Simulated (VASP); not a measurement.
Runs of VASP 6.6.1 on Sn. The structure is that of space group P6_3/mmc (No. 194), or close to it. The cells are those of the table. This isn't the form of Sn at room conditions, which is tetragonal (white tin).

| cell | gap on the mesh (eV) | pressure (GPa) |
| --- | --- | --- |
| a = 3.025, b = 3.025, c = 4.898 Å, angles 90.0, 90.0, 120.0°, 2 atoms | none | 39.3 |
| a = 2.511, b = 2.511, c = 4.062 Å, angles 90.0, 90.0, 120.0°, 2 atoms | none | 394.0 |
| a = 3.171, b = 3.171, c = 5.095 Å, angles 90.0, 90.0, 120.0°, 2 atoms | none | 17.9 |
| a = 2.707, b = 2.707, c = 4.369 Å, angles 90.0, 90.0, 120.0°, 2 atoms | none | 173.3 |
| a = 3.433, b = 3.433, c = 5.432 Å, angles 90.0, 90.0, 120.0°, 2 atoms | none | -0.1 |
| a = 2.873, b = 2.873, c = 4.655 Å, angles 90.0, 90.0, 120.0°, 2 atoms | none | (a) |
| a = 3.309, b = 3.309, c = 5.264 Å, angles 90.0, 90.0, 120.0°, 2 atoms | none | (b) |

Alike in all rows: task single point; level PBE; potentials or basis VASP PAW PBE potentials, release 64 (Sn_d); no spin polarisation; k mesh 13 × 13 × 7; cutoff (eV) 520; smearing fermi-dirac 0.05 eV.

Question: Estimate the missing entries.

Answer: (a) 81.8; (b) 6.4.

Caveats: spin-orbit coupling is left out, which moves the levels of the heavy elements; the cell stands under pressure (at least some runs).

A k mesh can miss the band edges, and the runs leave out spin-orbit coupling on Sn.

A gap of «none» marks levels without a gap at the run's occupations.
